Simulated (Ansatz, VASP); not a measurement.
Ti: VASP beside Ansatz

```
Ti
1.0
     2.95000    0.01475    0.01475
    -1.46223    2.54740    0.00540
     0.02343    0.02343    4.68600
Ti
2
Direct
  0.33333 0.66667 0.25000
  0.66667 0.33333 0.75000
```

Change from the starting cell: equal xy, yz and zx shear strains of +1 %.

Alike in both runs: task single point; functional PBEsol; k mesh 13 × 13 × 7; occupations fermi-dirac, width 0.08 eV; no spin polarisation.

```csv
,VASP,Ansatz
version,VASP 6.6.1,Ansatz 0.2.0
potentials or method,"VASP PAW PBE potentials, release 64 (Ti_sv), cutoff 520 eV","all-electron LAPW, scalar-relativistic"
```

```tsv
	VASP	Ansatz	Ansatz less VASP
pressure (GPa)	-6.0	-5.8	+0.17
traceless stress, the component that is largest in VASP (GPa)	-0.58	-0.59	-0.006
rms of the force components (eV/Å)	0.015	0.015	+0.0002
```

VASP's potentials were made for PBE, not for PBEsol. Atom by atom the forces differ by 0.000 eV/Å (rms over components). Ansatz ran all-electron here, and VASP with PAW potentials.
